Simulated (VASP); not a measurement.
# H4C in VASP: notebook, part 2 of 2

VASP 6.6.1. The steps go on from the part before.

## Step 3: Single point, LDA

The input, INCAR:

```
PREC = Accurate
ENCUT = 520
EDIFF = 1E-7
ISMEAR = -1
SIGMA = 0.02
LREAL = Auto
LASPH = True
NELM = 100
ALGO = Normal
ISIF = 2
LWAVE = False
LCHARG = False
NBANDS = 58
```

The input, KPOINTS:

```
Automatic mesh
0
Gamma
  1 1 1
```

The input, POSCAR:

```
H4C
1.0
    7.9581140000      0.0000000000      0.0000000000
    0.0000000000      7.9581140000      0.0000000000
    0.0000000000      0.0000000000      7.9581140000
C H
8 32
Direct
    0.8006796585      0.3949051245      0.8584948645
    0.2038799645      0.6422878587      0.3098724145
    0.6963333272      0.2119848999      0.4467138822
    0.3847896625      0.8579294039      0.0492076389
    0.6963333272      0.6701336523      0.4702747410
    0.0715747475      0.1336246251      0.1022604099
    0.1544838388     -0.0141993442      0.5913335748
    0.2665330002      0.5425531728      0.7263153054
    0.6990098408      0.4513506592      0.9409515873
    0.8525386794      0.4977561266      0.7916951177
    0.7084970132      0.3693714365      0.7586093891
    0.8834128287      0.3157532048      0.9265637562
    0.1541696940      0.7594638629      0.3423047219
    0.1520209437      0.5537618587      0.3938244665
    0.3451697224      0.6271712117      0.2853188582
    0.1324937039      0.6128462095      0.1924576602
    0.7538469542      0.3360092605      0.4123213113
    0.5662396895      0.2143472687      0.4161161803
    0.6893090499      0.1593091026      0.5803887705
    0.7593507708      0.1009661334      0.3947920324
    0.3455089987      0.8549261797      0.1810102243
    0.3425183404      0.7347092540     -0.0192884897
    0.5238678410      0.8451122967      0.0518715867
    0.3406083401      0.9526880364     -0.0392304006
    0.7335406354      0.5624699521      0.5458579759
    0.6329891731      0.6705860208      0.3542045263
    0.8115867654      0.6856524046      0.3841111097
    0.7249833315      0.8232226882      0.5355540270
    0.0532538237      0.2653643816      0.0608686933
    0.1888889755      0.0835750782      0.1202671889
   -0.0131312520      0.0733842214      0.0129301993
   -0.0021990135      0.1308475852      0.2146739793
    0.1841014090     -0.0005528948      0.7440959001
    0.0357245448     -0.0748292874      0.6155352889
    0.2979223469     -0.0881238947      0.5557598195
    0.1530387728      0.1119486351      0.5232646831
    0.3843749914      0.5197588273      0.7999382768
    0.1615835109      0.5285297496      0.8166382135
    0.2876560954      0.4524313173      0.6122430516
    0.2388379960      0.6826868778      0.6968987878
```

Potentials or basis: VASP PAW LDA potentials, release 64 (C, H).

The run is started by

```
> cat potpaw_LDA.64/C/POTCAR potpaw_LDA.64/H/POTCAR > POTCAR
> mpirun -np 1 vasp_gam > vasp.out
```

Run time: 64 s. Hardware: 1 thread of Intel Xeon 6975P-C, shared host; peak memory 0.35 GiB.

It converged, with:

| Item | Value |
| --- | --- |
| Free energy | -194.0125 eV |
| Pressure | -1.3 GPa |
| Largest force | 6.414 eV/Å |
| Band gap on the k mesh | 5.66 eV |

Forces in eV/Å, atoms in the order of the input:
```
C   -3.536  1.912 -0.006
C    0.832 -1.600 -2.489
C    0.627 -0.946  1.402
C    0.590 -2.534 -1.256
C    4.375  4.653  0.594
C   -3.547  1.900 -0.823
C    4.764  0.379  2.621
C    0.485  0.595 -0.341
H    1.103 -0.091  0.269
H    1.470  1.330 -0.032
H    0.384 -1.918 -0.190
H    0.441 -1.116 -0.079
H    0.011  2.007  0.738
H   -0.126 -1.119  1.348
H   -1.584  0.312  0.537
H    0.606  0.025 -0.023
H   -0.009 -0.909  0.748
H   -1.166 -0.057 -0.851
H    0.491  1.524 -0.506
H    0.048  0.259 -0.945
H   -0.475  0.472 -0.305
H    0.343  1.206  1.126
H   -0.201  0.399 -0.259
H    0.086  0.658  0.357
H   -0.743 -0.103  0.236
H   -2.572 -0.321 -0.570
H    0.332 -0.325  1.015
H   -1.379 -3.791 -1.178
H    1.108  0.007  0.200
H    2.446 -0.791  0.000
H    0.327 -0.858 -0.421
H   -0.348 -0.170  1.242
H   -0.222  0.635 -2.608
H   -0.506 -0.938 -1.155
H   -3.829  1.107  0.340
H   -0.224 -1.114  0.810
H   -0.390  0.707 -0.161
H   -0.053 -1.162 -0.422
H   -1.116  1.274  1.356
H    1.158 -1.497 -0.318
```

Stress tensor (GPa, compression positive):
```
-1.03  1.30  0.44
 1.30 -1.44 -0.34
 0.44 -0.34 -1.34
```

Levels at points of the mesh, in eV from the valence-band top:
| k point | band 29 | band 30 | band 31 | band 32 | band 33 | band 34 | band 35 | band 36 |
| --- | --- | --- | --- | --- | --- | --- | --- | --- |
| (0.00, 0.00, 0.00) | -0.43 | -0.25 | -0.21 | 0.00 | 5.66 | 7.24 | 7.46 | 7.89 |

Caveat: the k points lie up to 0.79 Å⁻¹ apart.

## Step 4: Single point, LDA

The input, INCAR:

```
PREC = Accurate
ENCUT = 520
EDIFF = 1E-6
ISMEAR = -1
SIGMA = 0.02
LREAL = Auto
LASPH = True
NELM = 80
ALGO = Normal
ISIF = 2
LWAVE = False
LCHARG = False
NBANDS = 58
```

KPOINTS is that of step 3.

The input, POSCAR:

```
H4C
1.0
    7.9581140000      0.0000000000      0.0000000000
    0.0000000000      7.9581140000      0.0000000000
    0.0000000000      0.0000000000      7.9581140000
C H
8 32
Direct
    0.8134967657      0.4688171092      0.8010063691
    0.1694999594      0.6299356858      0.2957484650
    0.6146431177      0.1482889036      0.3849907151
    0.3519426839      0.8954131594      0.0213492795
    0.6868461548      0.6755746399      0.4685657934
    0.0664479046      0.0774304062      0.2006002930
    0.0962413959     -0.0140611205      0.5927409434
    0.3210559688      0.5531712665      0.7219047126
    0.6685377968      0.4644944770      0.7992974215
    0.8416441383      0.6220695004      0.7962188026
    0.8936665145      0.4131255220      0.7136866851
    0.8319182158      0.4321249985      0.9391923765
    0.0921449479      0.7396224784      0.3128505070
    0.1623248926      0.5406808699      0.3987125593
    0.2701770796      0.7072781315      0.2530876034
    0.1659941036      0.5255767887      0.2127514132
    0.6949133928      0.1891151597      0.2842633317
    0.4758665181      0.2240983228      0.3946161113
    0.6981804985      0.1985646348      0.4907444151
    0.6049171952     -0.0020482240      0.4029849283
    0.2939389911      0.8932644091      0.1554262731
    0.3399172216      0.7840551166     -0.0358502027
    0.4857557959      0.8947094751      0.0390796111
    0.2802297127      0.9808228432     -0.0537941527
    0.6022406816      0.5630479785      0.4854290853
    0.5865460083      0.7530427435      0.5344231058
    0.6767306927      0.7172176724      0.3386983398
    0.7891316963      0.6955416824      0.5471648182
   -0.0800817882      0.1057788315      0.2458371418
    0.1546471940      0.1849558828      0.1730309468
    0.0493835600     -0.0043226322      0.0836756045
    0.1578640366      0.0284363858      0.2938887279
    0.1775420659     -0.0126914493      0.6979417485
    0.1899696335     -0.0969576460      0.5169440900
    0.0806346830      0.1109056744      0.5326387634
   -0.0013571055     -0.0898202765      0.6540494394
    0.4250881553      0.5756012040      0.8143638053
    0.2623360258      0.4196848650      0.7151568826
    0.3934097953      0.5573054118      0.6168546970
    0.2096602285      0.6220569346      0.7601047183
```

The run is started by

```
> cat potpaw_LDA.64/C/POTCAR potpaw_LDA.64/H/POTCAR > POTCAR
> mpirun -np 1 vasp_gam > vasp.out
```

Wall time 62 s (1 thread of Intel Xeon 6975P-C, shared host); peak memory 0.35 GiB.

The run converged. Its results:

| Quantity | Value |
| --- | --- |
| Free energy | -193.6867 eV |
| Pressure | -0.7 GPa |
| Largest force | 6.006 eV/Å |
| Band gap on the k mesh | 5.31 eV |

Forces on the atoms (eV/Å):
```
C   -2.308  4.207  3.612
C   -0.010 -0.298  0.654
C   -1.809 -0.334  2.506
C   -0.391  1.667  3.712
C   -4.933  0.109  0.139
C   -1.576  0.465 -0.418
C    1.827 -1.434 -0.885
C   -1.207 -2.518  3.194
H    1.545 -0.380 -0.986
H   -0.391 -2.795  0.175
H    0.676 -1.266 -1.369
H    0.547  0.155 -1.317
H   -2.066 -0.344 -0.384
H    0.971  0.834  1.618
H    2.264 -0.394  0.626
H   -1.277 -0.116 -2.345
H   -0.210 -0.059 -1.332
H    2.959 -1.722 -0.399
H   -1.048 -0.525 -0.235
H    0.028  2.704 -0.551
H    0.701 -0.039 -1.841
H   -1.046 -4.022 -1.550
H    0.959  1.257 -0.203
H    0.322  1.251 -0.473
H    1.559 -0.252 -0.238
H    0.595  0.410 -0.377
H    0.740  0.048 -0.277
H    2.092 -0.285  0.635
H    3.240 -0.163 -0.406
H   -1.381  0.212 -0.616
H    0.476  0.689  1.194
H   -1.192 -0.894  0.071
H    1.147  1.110  1.581
H   -1.653  0.640  0.179
H   -0.480 -0.636  0.464
H   -0.816  0.208 -0.966
H   -0.839 -0.718  0.382
H    1.192  0.950  0.689
H    0.762  1.163 -3.481
H    0.033  1.117 -0.780
```

Stress tensor (GPa, compression positive):
```
-2.47 -0.04  0.68
-0.04 -1.53  0.27
 0.68  0.27  2.04
```

Levels at points of the mesh, in eV from the valence-band top:
| k point | band 28 | band 29 | band 30 | band 31 | band 32 | band 33 | band 34 | band 35 | band 36 | band 37 |
| --- | --- | --- | --- | --- | --- | --- | --- | --- | --- | --- |
| (0.00, 0.00, 0.00) | -0.89 | -0.85 | -0.70 | -0.66 | 0.00 | 5.31 | 7.06 | 7.19 | 7.32 | 7.44 |

Caveat: the k points lie up to 0.79 Å⁻¹ apart.
